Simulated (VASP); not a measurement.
A run of VASP 6.6.1 is set up as follows.

The input INCAR:

```
PREC = Accurate
ENCUT = 520
EDIFF = 1E-8
ISMEAR = -1
SIGMA = 0.08
LREAL = False
LASPH = True
NELM = 100
ALGO = Normal
ISIF = 2
LWAVE = False
LCHARG = False
GGA = PE
LEFG = True
NBANDS = 30
```

KPOINTS

```
regular mesh
0
Gamma
  14 14 4
```

The input POSCAR:

```
Ag
1.0
    2.8573369195      0.0000000000      0.0000000000
   -1.4286684598      2.4745263596      0.0000000000
    0.0000000000      0.0000000000     10.0000000000
Ag
4
Direct
    0.3333333333      0.6666666667      0.2500000000
    0.6666666667      0.3333333333      0.7500000000
    0.0000000000      0.0000000000      0.0000000000
    0.0000000000      0.0000000000      0.5000000000
```

Potentials or basis: VASP PAW PBE potentials, release 64 (Ag).

The run is started by

```console
$ cat potpaw_PBE.64/Ag/POTCAR > POTCAR
$ mpirun -np 1 vasp_std > vasp.out
```

**Question.** Estimate the pressure.

**Answer.** 1.5 GPa.

**Question.** Predict the band gap on the k mesh.

**Answer.** Zero (bands 22 and 23 overlap by 6.22 eV).

Electric field gradients, principal values (V/Å²):
```
atom   least  middle  greatest (by size)
1 Ag  -6.643  -6.643              13.287
2 Ag  -6.643  -6.643              13.287
3 Ag  -6.082  -6.082              12.164
4 Ag  -6.082  -6.082              12.164
```

Caveat: the cell differs from its parent crystal (equal xx and yy strain of -1 %); the stress differs along the axes, from -3 to 4 GPa; without QUAD_EFG the Cq values of the log hold for a quadrupole moment of 1 mb, not for the nuclei.
